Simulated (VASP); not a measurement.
# Lu2ReP (P-6m2) in VASP: single point with PBE

Aim: the single point of Lu2ReP with PBE.

Everything below comes from runs of VASP 6.6.1. Logs are shortened: lines on timing, memory, paths and dates and some standing lists are left out, and cuts for length are marked.

**1. The cell of the first run**

It takes space group P-6m2 (No. 187, hexagonal). Conventional cell: a = 3.945 Å, b = 3.945 Å, c = 7.228 Å, α = 90.00°, β = 90.00°, γ = 120.00°. Lu (site symmetry -6m2) has 2 Re at 3.61 Å and 12 Lu at 3.94 to 4.27 Å and 6 P at 4.27 Å within 4.7 Å. Lu (site symmetry -6m2) has 3 Re at 2.28 Å and 3 P at 2.28 Å within 3.0 Å. Within 3.0 Å of Re (site symmetry -6m2) lie 3 P at 2.28 Å and 3 Lu at 2.28 Å. P (site symmetry -6m2) has 3 Re at 2.28 Å and 3 Lu at 2.28 Å within 3.0 Å.

**2. Single point, PBE**

File INCAR:

```
  ALGO = Normal
  EDIFF = 1E-6
  ENCUT = 520
  GGA = PE
  ISIF = 2
  ISMEAR = 0
  LASPH = T
  LCHARG = F
  LREAL = F
  LWAVE = F
  NBANDS = 39
  NELM = 60
  PREC = Accurate
  SIGMA = 0.1
```

File KPOINTS:

```
k-points
0
Gamma
  6 6 4
```

File POSCAR:

```
Lu2ReP
1.0
    3.9445917000      0.0000000000      0.0000000000
   -1.9722958500      3.4161166200      0.0000000000
    0.0000000000      0.0000000000      7.2278941000
Lu Re P
2 1 1
Direct
    0.3333333300      0.6666666700      0.5000000000
    0.6666666700      0.3333333300      0.0000000000
    0.3333333300      0.6666666700      0.0000000000
    0.0000000000      0.0000000000      0.0000000000
```

Potentials or basis: VASP PAW PBE potentials, release 64 (Lu, Re, P).

On the command line:

```sh
> cat potpaw_PBE.64/Lu/POTCAR potpaw_PBE.64/Re/POTCAR potpaw_PBE.64/P/POTCAR > POTCAR
> mpirun -np 1 vasp_std > vasp.out
```

OUTCAR:

```text
EDIFF = 1E-6
   ENCUT = 520
   GGA = PE
   ISIF = 2
   ISMEAR = 0
   LASPH = T
   LREAL = F
   NELM = 60
   PREC = Accurate

 ion  position               nearest neighbor table
   1  0.333  0.667  0.500-   3 3.61   3 3.61
   2  0.667  0.333  0.000-   4 2.28   3 2.28   3 2.28   4 2.28   4 2.28   3 2.28
   3  0.333  0.667  0.000-   4 2.28   2 2.28   2 2.28   4 2.28   4 2.28   2 2.28   1 3.61   1 3.61

   4  0.000  0.000  0.000-   2 2.28   3 2.28   2 2.28   3 2.28   2 2.28   3 2.28

  LATTYP: Found a hexagonal cell.
 ALAT       =     3.9445917000
 C/A-ratio  =     1.8323554501

  Lattice vectors:

 A1 = (   3.9445917000,   0.0000000000,   0.0000000000)
 A2 = (  -1.9722958500,   3.4161166200,   0.0000000000)
 A3 = (   0.0000000000,   0.0000000000,   7.2278941000)

Analysis of symmetry for initial positions (statically):
=====================================================================
 Subroutine PRICEL returns:
 Original cell was already a primitive cell.

 Routine SETGRP: Setting up the symmetry group for a
 hexagonal supercell.

 Subroutine GETGRP returns: Found 12 space group operations
 (whereof 12 operations were pure point group operations)
 out of a pool of 24 trial point group operations.

The static configuration has the point symmetry D_3h.

Analysis of symmetry for dynamics (positions and initial velocities):
=====================================================================
 Subroutine PRICEL returns:
 Original cell was already a primitive cell.

 Routine SETGRP: Setting up the symmetry group for a
 hexagonal supercell.

 Subroutine GETGRP returns: Found 12 space group operations
 (whereof 12 operations were pure point group operations)
 out of a pool of 24 trial point group operations.

The dynamic configuration has the point symmetry D_3h.

 Subroutine INISYM returns: Found 12 space group operations
 (whereof 12 operations are pure point group operations),
 and found     1 'primitive' translations

----------------------------------------------------------------------------------------

                                     Primitive cell

  volume of cell :      97.3972

  direct lattice vectors                    reciprocal lattice vectors
     3.944591700  0.000000000  0.000000000     0.253511663  0.146365027  0.000000000
    -1.972295850  3.416116620  0.000000000     0.000000000  0.292730053  0.000000000
     0.000000000  0.000000000  7.227894100     0.000000000  0.000000000  0.138352885

  length of vectors
     3.944591700  3.944591700  7.227894100     0.292730053  0.292730053  0.138352885

  position of ions in fractional coordinates (direct lattice)
     0.333333330  0.666666670  0.500000000
     0.666666670  0.333333330  0.000000000
     0.333333330  0.666666670  0.000000000
     0.000000000  0.000000000  0.000000000

  ion indices of the primitive-cell ions
   primitive index   ion index
                 1           1
                 2           2
                 3           3
                 4           4

----------------------------------------------------------------------------------------

 KPOINTS: k-points

Automatic generation of k-mesh.
 Grid dimensions read from file:
 generate k-points for:    6    6    4

 Generating k-lattice:

  Cartesian coordinates                     Fractional coordinates (reciprocal lattice)
     0.042251944  0.024394171  0.000000000     0.166666667  0.000000000  0.000000000
     0.000000000  0.048788342  0.000000000     0.000000000  0.166666667  0.000000000
     0.000000000  0.000000000  0.034588221     0.000000000  0.000000000  0.250000000

  Length of vectors
     0.048788342  0.048788342  0.034588221

  Shift w.r.t. Gamma in fractional coordinates (k-lattice)
     0.000000000  0.000000000  0.000000000

 Subroutine IBZKPT returns following result:
 ===========================================

 Found     21 irreducible k-points:

 Following reciprocal coordinates:
            Coordinates               Weight
  0.000000  0.000000  0.000000      1.000000
  0.166667 -0.000000  0.000000      6.000000
  0.333333 -0.000000  0.000000      6.000000
  0.500000 -0.000000  0.000000      3.000000
  0.166667  0.166667  0.000000      6.000000
  0.333333  0.166667  0.000000     12.000000
[... 13 lines left out ...]
  0.333333  0.166667  0.500000     12.000000
  0.333333  0.333333  0.500000      2.000000
   k-points           NKPTS =     21   k-points in BZ     NKDIM =     21   number of bands    NBANDS=     39
   number of dos      NEDOS =    301   number of ions     NIONS =      4
   total plane-waves  NPLWV =  48600
   dimension x,y,z NGX =    30 NGY =   30 NGZ =   54
   dimension x,y,z NGXF=    60 NGYF=   60 NGZF=  108
   ions per type =               2   1   1
   NGX,Y,Z   is equivalent  to a cutoff of  12.64, 12.64, 12.42 a.u.
   NGXF,Y,Z  is equivalent  to a cutoff of  25.29, 25.29, 24.84 a.u.
 SYSTEM =  unknown system
   PREC   = accura    normal or accurate (medium, high low for compatibility)
   ISTART =      0    job   : 0-new  1-cont  2-samecut
   ICHARG =      2    charge: 1-file 2-atom 10-const
   ISPIN  =      1    spin polarized calculation?
   LNONCOLLINEAR =      F non collinear calculations
   LSORBIT =      F    spin-orbit coupling
   LASPH  =      T    aspherical Exc in radial PAW
   ENCUT  =  520.0 eV  38.22 Ry    6.18 a.u.   7.33  7.33 13.44*2*pi/ulx,y,z
   NELM   =     60;   NELMIN=  2; NELMDL= -5     # of ELM steps
   EDIFF  = 0.1E-05   stopping-criterion for ELM
   LREAL  =      F    real-space projection
   EDIFFG = 0.1E-04   stopping-criterion for IOM
   NSW    =      0    number of steps for IOM
   IBRION =     -1    ionic relax: 0-MD 1-quasi-New 2-CG
   NFREE  =      0    steps in history (QN), initial steepest desc. (CG)
   ISIF   =      2    stress and relaxation
   ISYM   =      2    0-nonsym 1-usesym 2-fastsym
   POTIM  = 0.5000    time-step for ionic-motion
   TEBEG  =    0.0;   TEEND  =   0.0 temperature during run
   PSTRESS=    0.0 pullay stress
   NELECT =      62.0000    total number of electrons
   NUPDOWN=      -1.0000    fix difference up-down
   EMIN   =  10.00;   EMAX   =-10.00  energy-range for DOS
   EFERMI =   0.00;   METHOD = LEGACY
   ISMEAR =     0;   SIGMA  =   0.10  broadening in eV -4-tet -1-fermi 0-gaus
   EFERMI_NEDOS =   21; number of points for ismear=-14 and -15
   IALGO  =     38    algorithm
   IMIX   =      4    mixing-type and parameters
     AMIX     =   0.40;   BMIX     =  1.00
     AMIX_MAG =   1.60;   BMIX_MAG =  1.00
  volume/ion in A,a.u.               =      24.35       164.32
  Fermi-wavevector in a.u.,A,eV,Ry     =   1.408283  2.661269 26.983898  1.983261
  Thomas-Fermi vector in A             =   2.530456
   LORBIT       =      0    0 simple, 1 ext, 2 COOP (PROOUT), +10 PAW based schemes
   GGA     = PE    functional components
   LHFCALC =     F    Hartree Fock is set to
   AEXX    =    0.0000 exact exchange contribution
   IVDW    =     0    specifies the selected vdW correction
   LEPSILON=     F    determine dielectric tensor
   LRPA    =     F    only Hartree local field effects (RPA)
 non-spin polarized calculation
 Gauss-broadening in eV      SIGMA  =   0.10
  energy-cutoff  :      520.00
  volume of cell :       97.40
 maximum number of plane-waves:      2667
 NGX is ok and might be reduce to    30
   NGX = 15   NGY = 15   NGZ = 27

 number of electron      62.0000013 magnetization

 Free energy of the ion-electron system (eV)
  ---------------------------------------------------
  ext. energy  EPLUGINS =         0.00000000
  ---------------------------------------------------
  free energy    TOTEN  =       -18.11903889 eV

  energy without entropy =      -18.08232600  energy(sigma->0) =      -18.10068245

 E-fermi :   3.5628     XC(G=0): -10.2843

 val. band max:        3.5570203404   @ k =   0.1667   0.1667   0.0000
 cond. band min:       3.5650324599   @ k =   0.3333   0.1667   0.2500
 fundamental gap:      0.0080121195
 Fermi energy:         3.5627703280

 k-point     1 :       0.0000    0.0000    0.0000
  band No.  band energies     occupation
      1     -54.1841      2.00000
      2     -52.3108      2.00000
      3     -24.7382      2.00000
      4     -24.7236      2.00000
      5     -24.7236      2.00000
      6     -23.8901      2.00000
[... 31 lines left out ...]
     38       6.3653      0.00000
     39       6.7313      0.00000

 k-point     2 :       0.1667   -0.0000    0.0000
  band No.  band energies     occupation
      1     -54.1835      2.00000
      2     -52.2978      2.00000
      3     -24.7444      2.00000
      4     -24.7357      2.00000
      5     -24.7288      2.00000
      6     -23.9506      2.00000
[... 31 lines left out ...]
     38       6.8195      0.00000
     39       7.1736      0.00000

 k-point     3 :       0.3333   -0.0000    0.0000
  band No.  band energies     occupation
      1     -54.1822      2.00000
      2     -52.2719      2.00000
      3     -24.7858      2.00000
      4     -24.7392      2.00000
      5     -24.7307      2.00000
      6     -24.0560      2.00000
[... 31 lines left out ...]
     38       6.9549      0.00000
     39       7.0204      0.00000

 k-point     4 :       0.5000   -0.0000    0.0000
  band No.  band energies     occupation
      1     -54.1816      2.00000
      2     -52.2589      2.00000
      3     -24.8063      2.00000
      4     -24.7444      2.00000
      5     -24.7282      2.00000
      6     -24.1013      2.00000
[... 31 lines left out ...]
     38       6.9326      0.00000
     39       7.2254      0.00000
[... 628 lines left out ...]
     38       7.6485      0.00000
     39       7.8619      0.00000

 k-point    20 :       0.3333    0.1667    0.5000
  band No.  band energies     occupation
      1     -54.1816      2.00000
      2     -52.2590      2.00000
      3     -24.7959      2.00000
      4     -24.7550      2.00000
      5     -24.7286      2.00000
      6     -24.0710      2.00000
[... 31 lines left out ...]
     38       7.2886      0.00000
     39       7.4589      0.00000

 k-point    21 :       0.3333    0.3333    0.5000
  band No.  band energies     occupation
      1     -54.1813      2.00000
      2     -52.2525      2.00000
      3     -24.7820      2.00000
      4     -24.7819      2.00000
      5     -24.7274      2.00000
      6     -24.0548      2.00000
[... 31 lines left out ...]
     38       6.2793      0.00000
     39       6.6896      0.00000

------------------------ aborting loop because EDIFF is reached ----------------------------------------

  FORCE on cell =-STRESS in cart. coord.  units (eV):
  Direction    XX          YY          ZZ          XY          YZ          ZX
  --------------------------------------------------------------------------------------
  -------------------------------------------------------------------------------------
  Total       39.6545067     39.6545067     -7.6922332      0.0000000      0.0000000      0.0000000
  in kB      652.3138630    652.3138631   -126.5366978      0.0000000      0.0000000      0.0000000
  external PRESSURE =     392.6970094 kB  Pullay stress =       0.0000000 kB

 VOLUME and BASIS-vectors are now :
 -----------------------------------------------------------------------------
  energy-cutoff  :      520.00
  volume of cell :       97.40
      direct lattice vectors                 reciprocal lattice vectors
     3.944591700  0.000000000  0.000000000     0.253511663  0.146365027  0.000000000
    -1.972295850  3.416116620  0.000000000     0.000000000  0.292730053  0.000000000
     0.000000000  0.000000000  7.227894100     0.000000000  0.000000000  0.138352885

 POSITION                                       TOTAL-FORCE (eV/Angst)
 -----------------------------------------------------------------------------------
     -0.00000      2.27741      3.61395        -0.000000     -0.000000      0.000000
      1.97230      1.13871      0.00000         0.000000      0.000000      0.000000
     -0.00000      2.27741      0.00000        -0.000000      0.000000      0.000000
      0.00000      0.00000      0.00000        -0.000000      0.000000      0.000000
 -----------------------------------------------------------------------------------
    total drift:                               -0.000003      0.000002     -0.000000

  FREE ENERGIE OF THE ION-ELECTRON SYSTEM (eV)
  ---------------------------------------------------
  free  energy   TOTEN  =       -18.1190388943 eV

  energy  without entropy=      -18.0823259989  energy(sigma->0) =      -18.10068245
```

Run time: 3.7 min. Hardware: 1 thread of Intel Xeon 8259CL, shared host; peak memory 0.23 GiB.

What came out:

| Item | Value |
| --- | --- |
| Free energy | -18.1190 eV |
| Pressure | 39.3 GPa |
| Band gap on the k mesh | zero (band 31 reaches 4.59 eV, above the bottom of band 32 at 2.75 eV) |

Levels at points of the mesh, in eV from the Fermi level:
```tsv
k point	band 28	band 29	band 30	band 31	band 32	band 33	band 34	band 35
(0.00, 0.00, 0.00)	-2.02	-2.02	-1.82	1.03	1.03	1.62	1.62	2.46
(0.50, 0.00, 0.00)	-3.26	-2.31	-0.59	-0.34	-0.06	0.99	2.16	2.70
(0.00, 0.00, 0.50)	-2.17	-2.00	-2.00	1.01	1.01	1.52	1.52	1.64
(0.50, 0.00, 0.50)	-3.23	-1.65	-1.50	-0.05	0.06	0.75	1.82	1.95
```

Caveat: spin-orbit coupling is left out, which moves the levels of the heavy elements.
